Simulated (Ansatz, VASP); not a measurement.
**One calculation of In, two programs**

Contents of INCAR:

```
ALGO     = Normal         # electronic algorithm
EDIFF    = 1E-6           # SCF threshold, eV
ENCUT    = 520            # plane-wave cutoff, eV
GGA      = PE             # functional
ISIF     = 2              # what is computed and relaxed
ISMEAR   = 0              # smearing method
LASPH    = True           # aspherical terms in the spheres
LCHARG   = False          # write CHGCAR
LREAL    = False          # projectors in reciprocal space
LWAVE    = False          # write WAVECAR
NBANDS   = 12             # bands
NELM     = 60             # most SCF steps
PREC     = Accurate       # precision mode
SIGMA    = 0.025          # smearing width, eV
```

KPOINTS

```
k-points
0
Gamma
  11 11 11
```

The input POSCAR:

```
In
1.0
   -1.6254700000      1.6254700000      2.4737000000
    1.6254700000     -1.6254700000      2.4737000000
    1.6254700000      1.6254700000     -2.4737000000
In
1
Direct
    0.0000000000      0.0000000000      0.0000000000
```

The input input.yaml:

```yaml
crystal:
  lattice:
    - [-1.62547, 1.62547, 2.4737]
    - [1.62547, -1.62547, 2.4737]
    - [1.62547, 1.62547, -2.4737]
  atoms:
    - { symbol: In, position: [0.0, 0.0, 0.0] }
hamiltonian:
  xc: pbe
  pseudopotentials: { kind: paw }
kpoints:
  mp_grid: { grid: [11, 11, 11] }
scf:
  occupations: { method: gaussian, width: 0.025 }
output:
  forces: true
  stress: true
  eigenvalues: true
  write_density: true
  write_potential: true
  elf: true
  volumetric_format: npy
```

Alike in both runs: task single point; functional PBE; k mesh 11 × 11 × 11; occupations gaussian, width 0.025 eV; no spin polarisation.

|  | VASP | Ansatz |
| --- | --- | --- |
| version | VASP 6.6.1 | Ansatz 0.2.0 |
| potentials or method | VASP PAW PBE potentials, release 64 (In_d) | Ansatz PAW |
| plane-wave cutoff (eV) | 520 | 420 |
| valence electrons in the cell | 13 | 13 |

|  | VASP | Ansatz | Ansatz less VASP |
| --- | --- | --- | --- |
| gap on the k mesh at the Fermi level (eV) | none | none | - |
| pressure (GPa) | 2.0 | 2.0 | +0.05 |
| traceless stress, the component that is largest in VASP (GPa) | -0.41 | -0.41 | +0.002 |

A gap of «none» marks a metal or a gap that the smearing closes. With one functional, cell and mesh, what is left measures potentials, basis and numerics.
